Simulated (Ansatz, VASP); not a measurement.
**Two plane-wave programs on Cu**

INCAR

```
SYSTEM = Cu
ALGO     = Fast           ! electronic algorithm
EDIFF    = 1E-6           ! SCF threshold, eV
ENCUT    = 520            ! plane-wave cutoff, eV
GGA      = PS             ! functional
ISIF     = 2              ! what is computed and relaxed
ISMEAR   = 0              ! smearing method
LASPH    = .TRUE.         ! aspherical terms in the spheres
LCHARG   = .FALSE.        ! write CHGCAR
LREAL    = .FALSE.        ! projectors in reciprocal space
LWAVE    = .FALSE.        ! write WAVECAR
NBANDS   = 24             ! bands
NELM     = 60             ! most SCF steps
PREC     = Accurate       ! precision mode
SIGMA    = 0.1            ! smearing width, eV
```

The input KPOINTS:

```
k-points
0
G
  18 18 6
  0 0 0
```

Contents of POSCAR:

```
Cu
1.0
    2.3383362038     -1.3623915267     -0.0172291694
    2.3383362038      1.3623915267     -0.0172291694
   -1.6964108036      0.0000000000      7.6906840552
Cu
3
Direct
    0.0000000000      0.0000000000      0.0000000000
    0.1667149391      0.1667149391      0.6829328691
    0.8332850609      0.8332850609      0.3170671309
```

Input for Ansatz:

```yaml
crystal:
  lattice:
    - [2.3383362038, -1.3623915267, -0.0172291694]
    - [2.3383362038, 1.3623915267, -0.0172291694]
    - [-1.6964108036, 0.0, 7.6906840552]
  atoms:
    - { symbol: Cu, position: [0.0, 0.0, 0.0] }
    - { symbol: Cu, position: [0.1667149391, 0.1667149391, 0.6829328691] }
    - { symbol: Cu, position: [0.8332850609, 0.8332850609, 0.3170671309] }
basis:
  ecutwfc: 420
kpoints:
  mp_grid: { grid: [18, 18, 6] }
hamiltonian:
  xc: pbesol
scf:
  occupations: { method: gaussian, width: 0.1 }
output:
  forces: true
  stress: true
  eigenvalues: true
```

Alike in both runs: task single point; functional PBEsol; k mesh 18 × 18 × 6; occupations gaussian, width 0.1 eV; no spin polarisation.

```csv
,VASP,Ansatz
version,VASP 6.6.1,Ansatz 0.2.0
potentials or method,"VASP PAW PBE potentials, release 64 (Cu), cutoff 520 eV","scalar-relativistic, plane waves, PAW"
valence electrons in the cell,33,57
```

Ansatz gave:

```
gap on the k mesh at the Fermi level (eV)                     : none
pressure (GPa)                                                : -22.2
traceless stress, the component that is largest in VASP (GPa) : -1.29
rms of the force components (eV/Å)                            : 0.093
```

Q: Estimate VASP's values.

A: gap on the k mesh at the Fermi level (eV): none; pressure (GPa): -21.6; traceless stress, the component that is largest in VASP (GPa): -1.41; rms of the force components (eV/Å): 0.090.

VASP's potentials were made for PBE, not for PBEsol. Atom by atom the forces differ by 0.003 eV/Å (rms over components). A gap of «none» marks a metal or a gap that the smearing closes. VASP's potentials hold 33 valence electrons a cell and Ansatz's 57, so a difference there can come from the potentials and not from the codes.
